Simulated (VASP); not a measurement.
Here is a VASP 6.6.1 calculation.

The input INCAR:

```
PREC = Accurate
ENCUT = 600
EDIFF = 1E-6
ISMEAR = 0
SIGMA = 0.05
LREAL = False
LASPH = True
NELM = 120
ALGO = Normal
ISIF = 2
LWAVE = False
LCHARG = False
NBANDS = 11
GGA_COMPAT = False
```

Contents of KPOINTS:

```
Automatic mesh
0
Gamma
  10 10 10
```

The input POSCAR:

```
AlN
1.0
    0.0000000000      2.0345180000      1.9836550500
    2.0345180000      0.0000000000      1.9836550500
    2.0345180000      2.0345180000      0.0000000000
Al N
1 1
Direct
    0.5000000000      0.5000000000      0.5000000000
    0.0000000000      0.0000000000      0.0000000000
```

Potentials or basis: VASP PAW LDA potentials, release 64 (Al, N).

Command:

```console
$ cat potpaw_LDA.64/Al/POTCAR potpaw_LDA.64/N/POTCAR > POTCAR
$ mpirun -np 1 vasp_std > vasp.out
```

**Question.** What does it give for the band gap on the k mesh?

**Answer.** 4.31 eV (least direct gap 5.79 eV).

**Question.** Estimate the pressure.

**Answer.** -4.0 GPa.

Stress tensor (GPa, compression positive):
```
-6.46  0.00  0.00
 0.00 -6.46  0.00
 0.00  0.00  1.04
```

Caveat: the cell differs from its parent crystal (strain +0.000 along x and y, -0.025 along z); the cell stands under tension. A k mesh can miss the band edges.
